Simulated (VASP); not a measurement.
# Sn (Fd-3m) in VASP: further runs

The runs below take Sn through single point, with PBE+D3(BJ).

All numbers are computed with VASP 6.6.1; they aren't measurements. Logs are shortened: lines on timing, memory, paths and dates and some standing lists are left out, and cuts for length are marked.

## Step 1: The cell of the first run

It takes space group Fd-3m (No. 227, cubic). Conventional cell: a = 6.552 Å, b = 6.552 Å, c = 6.552 Å, α = 90.00°, β = 90.00°, γ = 90.00°. Sn (site symmetry -43m) has 4 Sn at 2.84 Å within 3.7 Å.

## Step 2: Single point, PBE+D3(BJ)

File INCAR:

```
ALGO = Normal ; EDIFF = 1E-7
ENCUT = 520 ; GGA = PE
ISIF = 2 ; ISMEAR = 1
IVDW = 12 ; LASPH = T
LCHARG = T ; LELF = T
LREAL = F ; LVHAR = T
LWAVE = F ; NBANDS = 21
NELM = 60 ; PREC = Accurate
SIGMA = 0.2
```

File KPOINTS:

```
k-points
0
Gamma
  8 8 8
```

File POSCAR:

```
Sn
1.0
    0.0000000000      3.2758888267      3.2758888267
    3.2758888267      0.0000000000      3.2758888267
    3.2758888267      3.2758888267      0.0000000000
Sn
2
Direct
    0.0000000000      0.0000000000      0.0000000000
    0.2500000000      0.2500000000      0.2500000000
```

Potentials or basis: VASP PAW PBE potentials, release 64 (Sn_d).

Launch:

```bash
$ cat potpaw_PBE.64/Sn_d/POTCAR > POTCAR
$ mpirun -np 1 vasp_std > vasp.out
```

OUTCAR:

```text
EDIFF = 1E-7
   ENCUT = 520
   GGA = PE
   ISIF = 2
   ISMEAR = 1
   IVDW = 12
   LASPH = T
   LREAL = F
   NELM = 60
   PREC = Accurate
 IVDW          = 12

 ion  position               nearest neighbor table
   1  0.000  0.000  0.000-   2 2.84   2 2.84   2 2.84   2 2.84
   2  0.250  0.250  0.250-   1 2.84   1 2.84   1 2.84   1 2.84

  LATTYP: Found a face centered cubic cell.
 ALAT       =     6.5517776534

  Lattice vectors:

 A1 = (   0.0000000000,   3.2758888267,   3.2758888267)
 A2 = (   3.2758888267,   0.0000000000,   3.2758888267)
 A3 = (   3.2758888267,   3.2758888267,   0.0000000000)

Analysis of symmetry for initial positions (statically):
=====================================================================
 Subroutine PRICEL returns:
 Original cell was already a primitive cell.

 Routine SETGRP: Setting up the symmetry group for a
 face centered cubic supercell.

 Subroutine GETGRP returns: Found 48 space group operations
 (whereof 24 operations were pure point group operations)
 out of a pool of 48 trial point group operations.

The static configuration has the point symmetry T_d .
 The point group associated with its full space group is O_h .

Analysis of symmetry for dynamics (positions and initial velocities):
=====================================================================
 Subroutine PRICEL returns:
 Original cell was already a primitive cell.

 Routine SETGRP: Setting up the symmetry group for a
 face centered cubic supercell.

 Subroutine GETGRP returns: Found 48 space group operations
 (whereof 24 operations were pure point group operations)
 out of a pool of 48 trial point group operations.

The dynamic configuration has the point symmetry T_d .
 The point group associated with its full space group is O_h .

 Subroutine INISYM returns: Found 48 space group operations
 (whereof 24 operations are pure point group operations),
 and found     1 'primitive' translations

----------------------------------------------------------------------------------------

                                     Primitive cell

  volume of cell :      70.3101

  direct lattice vectors                    reciprocal lattice vectors
     0.000000000  3.275888827  3.275888827    -0.152630332  0.152630332  0.152630332
     3.275888827  0.000000000  3.275888827     0.152630332 -0.152630332  0.152630332
     3.275888827  3.275888827  0.000000000     0.152630332  0.152630332 -0.152630332

  length of vectors
     4.632806408  4.632806408  4.632806408     0.264363490  0.264363490  0.264363490

  position of ions in fractional coordinates (direct lattice)
     0.000000000  0.000000000  0.000000000
     0.250000000  0.250000000  0.250000000

  ion indices of the primitive-cell ions
   primitive index   ion index
                 1           1
                 2           2

----------------------------------------------------------------------------------------

 KPOINTS: k-points

Automatic generation of k-mesh.
 Grid dimensions read from file:
 generate k-points for:    8    8    8

 Generating k-lattice:

  Cartesian coordinates                     Fractional coordinates (reciprocal lattice)
    -0.019078792  0.019078792  0.019078792     0.125000000  0.000000000  0.000000000
     0.019078792 -0.019078792  0.019078792     0.000000000  0.125000000  0.000000000
     0.019078792  0.019078792 -0.019078792     0.000000000  0.000000000  0.125000000

  Length of vectors
     0.033045436  0.033045436  0.033045436

  Shift w.r.t. Gamma in fractional coordinates (k-lattice)
     0.000000000  0.000000000  0.000000000

 Subroutine IBZKPT returns following result:
 ===========================================

 Found     29 irreducible k-points:

 Following reciprocal coordinates:
            Coordinates               Weight
  0.000000  0.000000  0.000000      1.000000
  0.125000  0.000000  0.000000      8.000000
  0.250000  0.000000  0.000000      8.000000
  0.375000  0.000000  0.000000      8.000000
  0.500000  0.000000  0.000000      4.000000
  0.125000  0.125000  0.000000      6.000000
[... 16 lines left out ...]
  0.500000  0.250000  0.125000     48.000000
 -0.375000  0.250000  0.125000     24.000000
 [... further k-points ...]
   k-points           NKPTS =     29   k-points in BZ     NKDIM =     29   number of bands    NBANDS=     21
   number of dos      NEDOS =    301   number of ions     NIONS =      2
   total plane-waves  NPLWV =  46656
   dimension x,y,z NGX =    36 NGY =   36 NGZ =   36
   dimension x,y,z NGXF=    72 NGYF=   72 NGZF=   72
   ions per type =               2
   NGX,Y,Z   is equivalent  to a cutoff of  12.92, 12.92, 12.92 a.u.
   NGXF,Y,Z  is equivalent  to a cutoff of  25.84, 25.84, 25.84 a.u.
 SYSTEM =  unknown system
   PREC   = accura    normal or accurate (medium, high low for compatibility)
   ISTART =      0    job   : 0-new  1-cont  2-samecut
   ICHARG =      2    charge: 1-file 2-atom 10-const
   ISPIN  =      1    spin polarized calculation?
   LNONCOLLINEAR =      F non collinear calculations
   LSORBIT =      F    spin-orbit coupling
   LASPH  =      T    aspherical Exc in radial PAW
   ENCUT  =  520.0 eV  38.22 Ry    6.18 a.u.   8.61  8.61  8.61*2*pi/ulx,y,z
   NELM   =     60;   NELMIN=  2; NELMDL= -5     # of ELM steps
   EDIFF  = 0.1E-06   stopping-criterion for ELM
   LREAL  =      F    real-space projection
   EDIFFG = 0.1E-05   stopping-criterion for IOM
   NSW    =      0    number of steps for IOM
   IBRION =     -1    ionic relax: 0-MD 1-quasi-New 2-CG
   NFREE  =      0    steps in history (QN), initial steepest desc. (CG)
   ISIF   =      2    stress and relaxation
   ISYM   =      2    0-nonsym 1-usesym 2-fastsym
   POTIM  = 0.5000    time-step for ionic-motion
   TEBEG  =    0.0;   TEEND  =   0.0 temperature during run
   PSTRESS=    0.0 pullay stress
   NELECT =      28.0000    total number of electrons
   NUPDOWN=      -1.0000    fix difference up-down
   EMIN   =  10.00;   EMAX   =-10.00  energy-range for DOS
   EFERMI =   0.00;   METHOD = LEGACY
   ISMEAR =     1;   SIGMA  =   0.20  broadening in eV -4-tet -1-fermi 0-gaus
   EFERMI_NEDOS =   21; number of points for ismear=-14 and -15
   IALGO  =     38    algorithm
   IMIX   =      4    mixing-type and parameters
     AMIX     =   0.40;   BMIX     =  1.00
     AMIX_MAG =   1.60;   BMIX_MAG =  1.00
  volume/ion in A,a.u.               =      35.16       237.24
  Fermi-wavevector in a.u.,A,eV,Ry     =   1.204449  2.276078 19.737931  1.450697
  Thomas-Fermi vector in A             =   2.340174
   LORBIT       =      0    0 simple, 1 ext, 2 COOP (PROOUT), +10 PAW based schemes
   GGA     = PE    functional components
   LHFCALC =     F    Hartree Fock is set to
   AEXX    =    0.0000 exact exchange contribution
   IVDW    =    12    specifies the selected vdW correction
   LEPSILON=     F    determine dielectric tensor
   LRPA    =     F    only Hartree local field effects (RPA)
 non-spin polarized calculation
 Methfessel and Paxton  Order N= 1 SIGMA  =   0.20
  energy-cutoff  :      520.00
  volume of cell :       70.31
 maximum number of plane-waves:      1924
 NGX is ok and might be reduce to    36
   NGX = 17   NGY = 17   NGZ = 17

 number of electron      27.9999984 magnetization

 Free energy of the ion-electron system (eV)
  ---------------------------------------------------
  ext. energy  EPLUGINS =         0.00000000
  ---------------------------------------------------
  free energy    TOTEN  =        -7.66517068 eV

  energy without entropy =       -7.66466443  energy(sigma->0) =       -7.66500193

 E-fermi :   5.2819     XC(G=0):  -8.7494

 val. band max:        5.1587999193   @ k =   0.1250   0.0000   0.0000
 cond. band min:       5.2830317845   @ k =   0.5000   0.0000   0.0000
 fundamental gap:      0.1242318651
 Fermi energy:         5.2818959539

 k-point     1 :       0.0000    0.0000    0.0000
  band No.  band energies     occupation
      1     -16.2848      2.00000
      2     -16.2848      2.00000
      3     -16.2848      2.00000
      4     -16.2291      2.00000
      5     -16.2291      2.00000
      6     -15.9428      2.00000
[... 13 lines left out ...]
     20      13.2362      0.00000
     21      13.2362      0.00000

 k-point     2 :       0.1250    0.0000    0.0000
  band No.  band energies     occupation
      1     -16.2947      2.00000
      2     -16.2947      2.00000
      3     -16.2813      2.00000
      4     -16.2152      2.00000
      5     -16.2152      2.00000
      6     -15.9642      2.00000
[... 13 lines left out ...]
     20      12.4076      0.00000
     21      12.4076      0.00000

 k-point     3 :       0.2500    0.0000    0.0000
  band No.  band energies     occupation
      1     -16.3084      2.00000
      2     -16.3084      2.00000
      3     -16.2725      2.00000
      4     -16.1926      2.00000
      5     -16.1926      2.00000
      6     -15.9849      2.00000
[... 13 lines left out ...]
     20      12.1956      0.00000
     21      12.1956      0.00000

 k-point     4 :       0.3750    0.0000    0.0000
  band No.  band energies     occupation
      1     -16.3162      2.00000
      2     -16.3162      2.00000
      3     -16.2634      2.00000
      4     -16.1776      2.00000
      5     -16.1776      2.00000
      6     -15.9967      2.00000
[... 13 lines left out ...]
     20      12.9928      0.00000
     21      12.9928      0.00000

 k-point     5 :       0.5000    0.0000    0.0000
  band No.  band energies     occupation
      1     -16.3184      2.00000
      2     -16.3184      2.00000
      3     -16.2594      2.00000
      4     -16.1731      2.00000
      5     -16.1731      2.00000
      6     -15.9999      2.00000
[... 13 lines left out ...]
     20      13.9977      0.00000
     21      14.0496      0.00000
[... 382 lines left out ...]
     20      14.4525      0.00000
     21      15.6489      0.00000

 k-point    22 :       0.3750    0.2500    0.1250
  band No.  band energies     occupation
      1     -16.3217      2.00000
      2     -16.3206      2.00000
      3     -16.2598      2.00000
      4     -16.1822      2.00000
      5     -16.1466      2.00000
      6     -16.0494      2.00000
[... 13 lines left out ...]
     20      13.2601      0.00000
     21      13.5902      0.00000

 k-point    23 :       0.5000    0.2500    0.1250
  band No.  band energies     occupation
      1     -16.3389      2.00000
      2     -16.3283      2.00000
      3     -16.2304      2.00000
      4     -16.1619      2.00000
      5     -16.1293      2.00000
      6     -16.0624      2.00000
[... 13 lines left out ...]
     20      13.0613      0.00000
     21      14.3031      0.00000

 k-point    24 :      -0.3750    0.2500    0.1250
  band No.  band energies     occupation
      1     -16.3458      2.00000
      2     -16.3305      2.00000
      3     -16.2166      2.00000
      4     -16.1470      2.00000
      5     -16.1308      2.00000
      6     -16.0570      2.00000
[... 13 lines left out ...]
     20      13.8540      0.00000
     21      14.3148      0.00000

 [... further k-points ...]

------------------------ aborting loop because EDIFF is reached ----------------------------------------

 Edisp (eV)   -0.59554

 E8    (eV) :    -0.2881

  FORCE on cell =-STRESS in cart. coord.  units (eV):
  Direction    XX          YY          ZZ          XY          YZ          ZX
  --------------------------------------------------------------------------------------
  -------------------------------------------------------------------------------------
  Total       0.14731     0.14731     0.14731     0.00000     0.00000     0.00000
  in kB       3.35683     3.35683     3.35683     0.00000     0.00000     0.00000
  external pressure =        3.36 kB  Pullay stress =        0.00 kB

 VOLUME and BASIS-vectors are now :
 -----------------------------------------------------------------------------
  energy-cutoff  :      520.00
  volume of cell :       70.31
      direct lattice vectors                 reciprocal lattice vectors
     0.000000000  3.275888827  3.275888827    -0.152630332  0.152630332  0.152630332
     3.275888827  0.000000000  3.275888827     0.152630332 -0.152630332  0.152630332
     3.275888827  3.275888827  0.000000000     0.152630332  0.152630332 -0.152630332

 POSITION                                       TOTAL-FORCE (eV/Angst)
 -----------------------------------------------------------------------------------
      0.00000      0.00000      0.00000        -0.000000      0.000000     -0.000000
      1.63794      1.63794      1.63794         0.000000     -0.000000      0.000000
 -----------------------------------------------------------------------------------
    total drift:                                0.000000      0.000000      0.000000

  FREE ENERGIE OF THE ION-ELECTRON SYSTEM (eV)
  ---------------------------------------------------
  free  energy   TOTEN  =        -8.2607128136 eV

  energy  without entropy=       -8.2602065618  energy(sigma->0) =       -8.26054406
```

It took 1.7 min on 1 thread of AMD EPYC 7R13, shared host; peak memory 0.19 GiB.

Results:

```
Free energy                : -8.2607 eV
Pressure                   : 0.3 GPa
Band gap on the k mesh     : zero (band 14 reaches 5.43 eV, above the bottom of band 15 at 5.28 eV)
Dispersion energy per atom : -0.298 eV
```

Caveat: three body term missing; spin-orbit coupling is left out, which moves the levels of the heavy elements; pairwise dispersion overbinds metals, which lowers pressure and volume.

## Step 3: Single point, PBE+D3(BJ)

This run uses another cell than the first one, of 36.51 Å³/atom, 1.038 times its volume.

File INCAR:

```
PREC = Accurate
ENCUT = 520
EDIFF = 1E-6
ISMEAR = 1
SIGMA = 0.2
LREAL = F
LASPH = T
NELM = 100
ALGO = Normal
ISIF = 2
LWAVE = F
LCHARG = F
GGA = PE
IVDW = 12
NBANDS = 21
```

File KPOINTS:

```
regular mesh
0
Gamma
  8 8 8
```

File POSCAR:

```
Sn
1.0
    0.0000000000      3.3173601765      3.3173601765
    3.3173601765      0.0000000000      3.3173601765
    3.3173601765      3.3173601765      0.0000000000
Sn
2
Direct
    0.0000000000      0.0000000000      0.0000000000
    0.2500000000      0.2500000000      0.2500000000
```

Potentials or basis: VASP PAW PBE potentials, release 64 (Sn_d).

Launch:

```bash
$ cat potpaw_PBE.64/Sn_d/POTCAR > POTCAR
$ mpirun -np 1 vasp_std > vasp.out
```

It took 91 s on 1 thread of AMD EPYC 7R13, shared host; peak memory 0.19 GiB.

The run converged. Its results:

```
Free energy                : -8.2551 eV
Pressure                   : -1.0 GPa
Band gap on the k mesh     : zero (band 14 reaches 5.05 eV, above the bottom of band 15 at 4.84 eV)
Dispersion energy per atom : -0.286 eV
```

Levels at points of the mesh, in eV from the Fermi level:
```
           k point  band 12  band 13  band 14  band 15  band 16  band 17
(0.00, 0.00, 0.00)    -1.01     0.17     0.17     0.17     2.23     2.23
(0.50, 0.00, 0.00)    -5.98    -0.94    -0.94    -0.05     3.28     3.28
(0.50, 0.50, 0.00)    -7.22    -2.17    -2.17     0.97     0.97     7.39
```

Caveat: three body term missing; spin-orbit coupling is left out, which moves the levels of the heavy elements; pairwise dispersion overbinds metals, which lowers pressure and volume.

## Step 4: Single point, PBE+D3(BJ)

This run uses another cell than the first one, of 37.86 Å³/atom, 1.077 times its volume.

File INCAR:

```
SYSTEM = Sn
ALGO     = Normal         ! electronic algorithm
EDIFF    = 1E-6           ! SCF threshold, eV
ENCUT    = 520            ! plane-wave cutoff, eV
GGA      = PE             ! functional
ISIF     = 2              ! what is computed and relaxed
ISMEAR   = 1              ! smearing method
IVDW     = 12             ! dispersion correction
LASPH    = .TRUE.         ! aspherical terms in the spheres
LCHARG   = .FALSE.        ! write CHGCAR
LREAL    = .FALSE.        ! projectors in reciprocal space
LWAVE    = .FALSE.        ! write WAVECAR
NBANDS   = 21             ! bands
NELM     = 80             ! most SCF steps
PREC     = Accurate       ! precision mode
SIGMA    = 0.2            ! smearing width, eV
```

File KPOINTS:

```
k-points
0
G
  8 8 8
  0 0 0
```

File POSCAR:

```
Sn
1.0
    0.0000000000      3.3578197759      3.3578197759
    3.3578197759      0.0000000000      3.3578197759
    3.3578197759      3.3578197759      0.0000000000
Sn
2
Direct
    0.0000000000      0.0000000000      0.0000000000
    0.2500000000      0.2500000000      0.2500000000
```

Launch:

```bash
$ cat potpaw_PBE.64/Sn_d/POTCAR > POTCAR
$ mpirun -np 1 vasp_std > vasp.out
```

Wall time 86 s (1 thread of AMD EPYC 7R13, shared host); peak memory 0.19 GiB.

The run converged. Its results:

* Free energy: -8.2288 eV
* Pressure: -2.1 GPa
* Band gap on the k mesh: zero (band 14 reaches 4.70 eV, above the bottom of band 15 at 4.42 eV)
* Dispersion energy per atom: -0.275 eV

Levels at points of the mesh, in eV from the Fermi level:
```
           k point  band 12  band 13  band 14  band 15  band 16  band 17
(0.00, 0.00, 0.00)    -1.23     0.18     0.18     0.18     2.23     2.23
(0.50, 0.00, 0.00)    -5.86    -0.87    -0.87    -0.09     3.27     3.27
(0.50, 0.50, 0.00)    -7.10    -2.05    -2.05     1.02     1.02     7.18
```

Caveat: three body term missing; spin-orbit coupling is left out, which moves the levels of the heavy elements; pairwise dispersion overbinds metals, which lowers pressure and volume.

## Step 5: Overview

```csv
cell,gap on the mesh (eV),pressure (GPa)
"a = 4.633 Å, angles 60.0°, 2 atoms",none,0.3
"a = 4.691 Å, angles 60.0°, 2 atoms",none,-1.0
"a = 4.749 Å, angles 60.0°, 2 atoms",none,-2.1
```

Alike in all rows: task single point; level PBE+D3(BJ); potentials or basis VASP PAW PBE potentials, release 64 (Sn_d); no spin polarisation; k mesh 8 × 8 × 8; cutoff (eV) 520; smearing methfessel-paxton 0.2 eV.

Caveats: three body term missing; spin-orbit coupling is left out, which moves the levels of the heavy elements; pairwise dispersion overbinds metals, which lowers pressure and volume.

Absolute energies hang on the potentials; compare differences alone.
